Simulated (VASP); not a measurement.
# LiSi8O16 (a cell with a defect) in VASP: single point with PBE

Aim: the single point of LiSi8O16 (a cell with a defect) with PBE.

Program: VASP 6.6.1. These are calculated values, not measurements. Logs are shortened: lines on timing, memory, paths and dates and some standing lists are left out, and cuts for length are marked.

**1. The cell of the first run**

The cell holds a defect, 25 atoms: a = 5.872 Å, b = 5.872 Å, c = 5.318 Å, α = 90.00°, β = 90.00°, γ = 90.00°.

**2. Single point, PBE, collinear spin, zero start**

INCAR

```
  PREC = Accurate
  ENCUT = 650
  EDIFF = 1E-6
  ISMEAR = 0
  SIGMA = 0.02
  LREAL = F
  LASPH = T
  NELM = 200
  ALGO = Normal
  ISIF = 2
  LWAVE = F
  LCHARG = T
  ISPIN = 2
  MAGMOM = 0 0 0 0 0 0 0 0 0 0 0 0 0 0 0 0 0 0 0 0 0 0 0 0 0
  LORBIT = 11
  GGA = PE
  LELF = T
  LVHAR = T
  NBANDS = 88
  GGA_COMPAT = F
```

KPOINTS

```
Automatic mesh
0
Gamma
  2 2 3
```

POSCAR

```
LiSi8O16
1.0
   -4.1520000000     -4.1520000000      0.0000000000
    4.1520000000     -4.1520000000      0.0000000000
    0.0000000000      0.0000000000      5.3180000000
Si O Li
8 16 1
Direct
    0.4943056358      0.4968323699     -0.0084285446
    0.0178067197      0.4849249759      0.2455415570
    0.4944171484      0.4970231214      0.4992484017
   -0.0058416426      0.5028351397      0.7454625799
    0.0064400289      0.0032391618     -0.0084608876
    0.4828800578      0.0151750963      0.2455387364
    0.0063125000      0.0030502168      0.4992677698
    0.5065992293     -0.0027950385      0.7454629560
    0.1957083333      0.4861536609     -0.0118999624
   -0.0031738921      0.1930922447      0.2454255359
    0.8031384875      0.5135255299      0.0027356149
    0.0309576108      0.8067947977      0.2454291087
    0.1957049615      0.4861750963      0.5027799925
   -0.0153261079      0.1980339595      0.7453153441
    0.8031529383      0.5136505299      0.4880579165
    0.0084649566      0.8054271435      0.7454868372
    0.6975977842     -0.0134376204      0.0026547574
    0.4698105732      0.6932585501      0.2454210229
    0.3050356455      0.0138906551     -0.0119734863
    0.5039513487      0.3069766378      0.2454298608
    0.6975897158     -0.0135930877      0.4881583302
    0.4923217726      0.6946076590      0.7454911621
    0.3050423892      0.0138706647      0.5028542685
    0.5160641859      0.3020367293      0.7453140278
    0.7503787331      0.7501330684      0.2442461452
```

Potentials or basis: VASP PAW PBE potentials, release 64 (Si, O, Li_sv).

On the command line:

```bash
$ cat potpaw_PBE.64/Si/POTCAR potpaw_PBE.64/O/POTCAR potpaw_PBE.64/Li_sv/POTCAR > POTCAR
$ mpirun -np 1 vasp_std > vasp.out
```

OUTCAR:

```text
PREC = Accurate
   ENCUT = 650
   EDIFF = 1E-6
   ISMEAR = 0
   LREAL = F
   LASPH = T
   NELM = 200
   ISIF = 2
   ISPIN = 2
   LORBIT = 11
   GGA = PE

 ion  position               nearest neighbor table
   1  0.494  0.497  0.992-  24 1.74  22 1.75  20 1.75   9 1.75  18 1.78  11 1.82  25 2.51   3 2.62
                             3 2.70   2 3.11   6 3.13
   2  0.018  0.485  0.246-  10 1.72  13 1.72   9 1.72  15 1.81  11 1.81  12 1.89  25 2.21   4 2.66
                             4 2.67   1 3.11   3 3.11   5 3.14   7 3.14
   3  0.494  0.497  0.499-  24 1.74  22 1.75  20 1.75  13 1.76  18 1.78  15 1.82  25 2.51   1 2.62
                             1 2.70   2 3.11   6 3.14
   4  0.994  0.503  0.745-   9 1.75  13 1.75  11 1.77  15 1.77  16 1.78  14 1.79   2 2.66   2 2.67

   5  0.006  0.003  0.992-  14 1.74  16 1.75  10 1.75  19 1.75  12 1.78  17 1.82  25 2.51   7 2.62
                             7 2.70   6 3.11   2 3.14
   6  0.483  0.015  0.246-  20 1.72  23 1.72  19 1.72  21 1.81  17 1.81  18 1.89  25 2.21   8 2.66
                             8 2.67   5 3.11   7 3.11   1 3.13   3 3.14
   7  0.006  0.003  0.499-  14 1.74  16 1.75  10 1.75  23 1.76  12 1.78  21 1.82  25 2.51   5 2.62
                             5 2.70   6 3.11   2 3.14
   8  0.507  0.997  0.745-  19 1.75  23 1.75  17 1.77  21 1.77  22 1.78  24 1.79   6 2.66   6 2.67

   9  0.196  0.486  0.988-   2 1.72   4 1.75   1 1.75
  10  0.997  0.193  0.245-   2 1.72   5 1.75   7 1.75
  11  0.803  0.514  0.003-   4 1.77   2 1.81   1 1.82  25 1.92
  12  0.031  0.807  0.245-  25 1.68   7 1.78   5 1.78   2 1.89
  13  0.196  0.486  0.503-   2 1.72   4 1.75   3 1.76
  14  0.985  0.198  0.745-   7 1.74   5 1.74   4 1.79
  15  0.803  0.514  0.488-   4 1.77   2 1.81   3 1.82  25 1.92
  16  0.008  0.805  0.745-   7 1.75   5 1.75   4 1.78
  17  0.698  0.987  0.003-   8 1.77   6 1.81   5 1.82  25 1.92
  18  0.470  0.693  0.245-  25 1.68   3 1.78   1 1.78   6 1.89
  19  0.305  0.014  0.988-   6 1.72   8 1.75   5 1.75
  20  0.504  0.307  0.245-   6 1.72   1 1.75   3 1.75
  21  0.698  0.986  0.488-   8 1.77   6 1.81   7 1.82  25 1.92
  22  0.492  0.695  0.745-   3 1.75   1 1.75   8 1.78
  23  0.305  0.014  0.503-   6 1.72   8 1.75   7 1.76
  24  0.516  0.302  0.745-   3 1.74   1 1.74   8 1.79
  25  0.750  0.750  0.244-  12 1.68  18 1.68  17 1.92  11 1.92  21 1.92  15 1.92   6 2.21   2 2.21
                             5 2.51   1 2.51   7 2.51   3 2.51

  LATTYP: Found a simple tetragonal cell.
 ALAT       =     5.8718147110
 C/A-ratio  =     0.9056825295

  Lattice vectors:

 A1 = (  -4.1520000000,  -4.1520000000,   0.0000000000)
 A2 = (   4.1520000000,  -4.1520000000,   0.0000000000)
 A3 = (   0.0000000000,   0.0000000000,   5.3180000000)

Analysis of symmetry for initial positions (statically):
=====================================================================
 Subroutine PRICEL returns:
 Original cell was already a primitive cell.

 Routine SETGRP: Setting up the symmetry group for a
 simple tetragonal supercell.

 Subroutine GETGRP returns: Found  1 space group operations
 (whereof  1 operations were pure point group operations)
 out of a pool of 16 trial point group operations.

The static configuration has the point symmetry C_1 .

Analysis of symmetry for dynamics (positions and initial velocities):
=====================================================================
 Subroutine PRICEL returns:
 Original cell was already a primitive cell.

 Routine SETGRP: Setting up the symmetry group for a
 simple tetragonal supercell.

 Subroutine GETGRP returns: Found  1 space group operations
 (whereof  1 operations were pure point group operations)
 out of a pool of 16 trial point group operations.

The dynamic configuration has the point symmetry C_1 .

Analysis of structural, dynamic, and magnetic symmetry:
=====================================================================
 Subroutine PRICEL returns:
 Original cell was already a primitive cell.

 Routine SETGRP: Setting up the symmetry group for a
 simple tetragonal supercell.

 Subroutine GETGRP returns: Found  1 space group operations
 (whereof  1 operations were pure point group operations)
 out of a pool of 16 trial point group operations.

The overall configuration has the point symmetry C_1 .

 Subroutine INISYM returns: Found  1 space group operations
 (whereof  1 operations are pure point group operations),
 and found     1 'primitive' translations

----------------------------------------------------------------------------------------
[... 115 lines left out ...]
   ICHARG =      2    charge: 1-file 2-atom 10-const
   ISPIN  =      2    spin polarized calculation?
   LNONCOLLINEAR =      F non collinear calculations
   LSORBIT =      F    spin-orbit coupling
   LASPH  =      T    aspherical Exc in radial PAW
   ENCUT  =  650.0 eV  47.77 Ry    6.91 a.u.  12.21 12.21 11.06*2*pi/ulx,y,z
   NELM   =    200;   NELMIN=  2; NELMDL= -5     # of ELM steps
   EDIFF  = 0.1E-05   stopping-criterion for ELM
   LREAL  =      F    real-space projection
   EDIFFG = 0.1E-04   stopping-criterion for IOM
   NSW    =      0    number of steps for IOM
   IBRION =     -1    ionic relax: 0-MD 1-quasi-New 2-CG
   NFREE  =      0    steps in history (QN), initial steepest desc. (CG)
   ISIF   =      2    stress and relaxation
   ISYM   =      2    0-nonsym 1-usesym 2-fastsym
   POTIM  = 0.5000    time-step for ionic-motion
   TEBEG  =    0.0;   TEEND  =   0.0 temperature during run
   PSTRESS=    0.0 pullay stress
   NELECT =     131.0000    total number of electrons
   NUPDOWN=      -1.0000    fix difference up-down
   EMIN   =  10.00;   EMAX   =-10.00  energy-range for DOS
   EFERMI =   0.00;   METHOD = LEGACY
   ISMEAR =     0;   SIGMA  =   0.02  broadening in eV -4-tet -1-fermi 0-gaus
   EFERMI_NEDOS =   21; number of points for ismear=-14 and -15
   IALGO  =     38    algorithm
   IMIX   =      4    mixing-type and parameters
     AMIX     =   0.40;   BMIX     =  1.00
     AMIX_MAG =   1.60;   BMIX_MAG =  1.00
  volume/ion in A,a.u.               =       7.33        49.49
  Fermi-wavevector in a.u.,A,eV,Ry     =   1.463528  2.765666 29.142497  2.141913
  Thomas-Fermi vector in A             =   2.579612
   LORBIT       =     11    0 simple, 1 ext, 2 COOP (PROOUT), +10 PAW based schemes
   GGA     = PE    functional components
   LHFCALC =     F    Hartree Fock is set to
   AEXX    =    0.0000 exact exchange contribution
   IVDW    =     0    specifies the selected vdW correction
   LEPSILON=     F    determine dielectric tensor
   LRPA    =     F    only Hartree local field effects (RPA)
 spin polarized calculation
 Gauss-broadening in eV      SIGMA  =   0.02
  energy-cutoff  :      650.00
  volume of cell :      183.36
 maximum number of plane-waves:      6928
 NGX is ok and might be reduce to    50
   NGX = 25   NGY = 25   NGZ = 23

 number of electron     130.9999976 magnetization      -0.0000135

 number of electron     130.9999976 magnetization       0.0000013

 Free energy of the ion-electron system (eV)
  ---------------------------------------------------
  ext. energy  EPLUGINS =         0.00000000
  ---------------------------------------------------
  free energy    TOTEN  =      -181.23488294 eV

  energy without entropy =     -181.23433186  energy(sigma->0) =     -181.23460740

 E-fermi :  15.6089     XC(G=0): -12.4994

 val. band max:       15.5815994797   @ k =   0.0000   0.0000   0.3333
 cond. band min:      15.6316880111   @ k =   0.0000   0.5000   0.0000
 fundamental gap:      0.0500885314
 Fermi energy:        15.6088854471

 spin component 1

 k-point     1 :       0.0000    0.0000    0.0000
  band No.  band energies     occupation
      1     -34.9392      1.00000
      2     -13.9772      1.00000
      3     -12.2436      1.00000
      4     -12.1393      1.00000
      5     -11.2929      1.00000
      6     -11.2503      1.00000
[... 629 lines left out ...]
     76      18.9095      0.00000
     77      18.9452      0.00000
 Fermi energy:        15.6088854471

 spin component 2

 k-point     1 :       0.0000    0.0000    0.0000
  band No.  band energies     occupation
      1     -34.9392      1.00000
      2     -13.9772      1.00000
      3     -12.2436      1.00000
      4     -12.1393      1.00000
      5     -11.2929      1.00000
      6     -11.2503      1.00000
[... 629 lines left out ...]
     76      18.9095      0.00000
     77      18.9452      0.00000
 [bands above 77 left out]

------------------------ aborting loop because EDIFF is reached ----------------------------------------

  FORCE on cell =-STRESS in cart. coord.  units (eV):
  Direction    XX          YY          ZZ          XY          YZ          ZX
  --------------------------------------------------------------------------------------
  -------------------------------------------------------------------------------------
  Total       33.2319172     42.8223674     40.2461575      0.5225330     -0.0002063      0.0000212
  in kB      290.3841857    374.1866058    351.6753972      4.5659513     -0.0018024      0.0001849
  external PRESSURE =     338.7487296 kB  Pullay stress =       0.0000000 kB

 VOLUME and BASIS-vectors are now :
 -----------------------------------------------------------------------------
  energy-cutoff  :      650.00
  volume of cell :      183.36
      direct lattice vectors                 reciprocal lattice vectors
    -4.152000000 -4.152000000  0.000000000    -0.120423892 -0.120423892  0.000000000
     4.152000000 -4.152000000  0.000000000     0.120423892 -0.120423892  0.000000000
     0.000000000  0.000000000  5.318000000     0.000000000  0.000000000  0.188040617

 POSITION                                       TOTAL-FORCE (eV/Angst)
 -----------------------------------------------------------------------------------
      0.01049     -4.11520      5.27318         0.014344     -0.003283     -0.003560
      1.93947     -2.08734      1.30579         0.009485      0.012723     -0.006075
      0.01082     -4.11646      2.65500         0.010873     -0.002495     -0.001752
     -2.03997     -6.21552      3.96437         0.000468     -0.006695     -0.005862
     -0.01329     -0.04019      5.27300        -0.016157      0.003615     -0.004371
     -1.94191     -2.06792      1.30578        -0.010141     -0.012218     -0.005325
[... 17 lines left out ...]
     -0.88864     -3.39675      3.96358        -0.024111      0.021861      0.008634
     -0.00102     -6.23012      1.29890        -0.000062      0.004331      0.010402
 -----------------------------------------------------------------------------------
    total drift:                                0.000072      0.000116      0.000224

  FREE ENERGIE OF THE ION-ELECTRON SYSTEM (eV)
  ---------------------------------------------------
  free  energy   TOTEN  =      -181.2348829357 eV

  energy  without entropy=     -181.2343318569  energy(sigma->0) =     -181.23460740

 total charge

# of ion       s       p       d       tot
------------------------------------------
    1        0.620   0.890   0.000   1.510
    2        0.658   0.883   0.000   1.541
    3        0.620   0.890   0.000   1.510
    4        0.630   0.872   0.000   1.502
    5        0.620   0.890   0.000   1.510
    6        0.658   0.883   0.000   1.541
[... 17 lines left out ...]
   24        1.555   3.708   0.000   5.264
   25        2.072   0.165   0.000   2.237
--------------------------------------------------
tot         32.063  66.516   0.000  98.579

 magnetization (x)

# of ion       s       p       d       tot
------------------------------------------
    1        0.000   0.000   0.000   0.000
    2        0.000   0.000   0.000   0.000
    3        0.000   0.000   0.000   0.000
    4        0.000   0.000   0.000   0.000
    5        0.000   0.000   0.000   0.000
    6        0.000   0.000   0.000   0.000
[... 17 lines left out ...]
   24       -0.000   0.000   0.000   0.000
   25       -0.000   0.000   0.000  -0.000
--------------------------------------------------
tot         -0.000  -0.000   0.000  -0.000
```

Run time: 8.6 min. Hardware: 1 thread of Intel Xeon Platinum 8259CL at 2.50GHz (Skylake/Cascade Lake), shared host; peak memory 0.57 GiB.

What came out:

- Free energy: -181.2349 eV
- Pressure: 33.9 GPa
- Largest force: 0.077 eV/Å
- Net moment: 0.00 μB per cell
- Valence electrons inside the program's atomic spheres: Si 1.51, 1.54, 1.50 (each value once); O 5.29, 5.24, 5.25, 5.26 (each value once); Li 2.24

Forces on the atoms (eV/Å):
```
Si   0.014 -0.003 -0.004
Si   0.009  0.013 -0.006
Si   0.011 -0.002 -0.002
Si   0.000 -0.007 -0.006
Si  -0.016  0.004 -0.004
Si  -0.010 -0.012 -0.005
Si  -0.014  0.001  0.001
Si   0.002  0.005 -0.006
O   -0.021 -0.012 -0.013
O   -0.016 -0.013  0.003
O    0.004  0.011 -0.010
O   -0.037 -0.067 -0.001
O   -0.026 -0.023  0.018
O    0.025 -0.024  0.008
O    0.007  0.009  0.010
O    0.005  0.016 -0.003
O   -0.007 -0.013 -0.009
O    0.038  0.067  0.000
O    0.023  0.012 -0.012
O    0.016  0.016  0.002
O   -0.008 -0.012  0.008
O   -0.002 -0.015 -0.003
O    0.028  0.023  0.016
O   -0.024  0.022  0.009
Li   0.000  0.004  0.010
```

Stress tensor (GPa, compression positive):
```
29.04  0.46  0.00
 0.46 37.42  0.00
 0.00  0.00 35.17
```

Levels at points of the mesh, in eV from the Fermi level:
Spin up:
```csv
k point,band 62,band 63,band 64,band 65,band 66,band 67,band 68,band 69
"(0.00, 0.00, 0.00)",-8.55,-7.90,-7.75,-7.06,-1.12,-0.16,0.21,0.42
"(0.50, 0.00, 0.00)",-8.50,-8.34,-7.87,-7.78,-0.18,-0.06,0.75,0.82
"(0.00, 0.50, 0.00)",-8.42,-8.37,-7.89,-7.83,0.02,0.05,0.66,0.82
"(0.50, 0.50, 0.00)",-8.21,-8.17,-7.87,-7.78,0.54,0.68,1.13,1.13
```
Spin down:
| k point | band 61 | band 62 | band 63 | band 64 | band 65 | band 66 | band 67 | band 68 | band 69 | band 70 |
| --- | --- | --- | --- | --- | --- | --- | --- | --- | --- | --- |
| (0.00, 0.00, 0.00) | -8.57 | -8.55 | -7.90 | -7.75 | -7.06 | -1.12 | -0.16 | 0.21 | 0.42 | 0.48 |
| (0.50, 0.00, 0.00) | -8.81 | -8.50 | -8.34 | -7.87 | -7.78 | -0.18 | -0.06 | 0.75 | 0.82 | 1.13 |
| (0.00, 0.50, 0.00) | -8.85 | -8.42 | -8.37 | -7.89 | -7.83 | 0.02 | 0.05 | 0.66 | 0.82 | 1.21 |
| (0.50, 0.50, 0.00) | -8.57 | -8.21 | -8.17 | -7.87 | -7.78 | 0.54 | 0.68 | 1.13 | 1.13 | 1.66 |

Caveat: the k points lie up to 0.54 Å⁻¹ apart; no moment was typed at the start, so none could form.
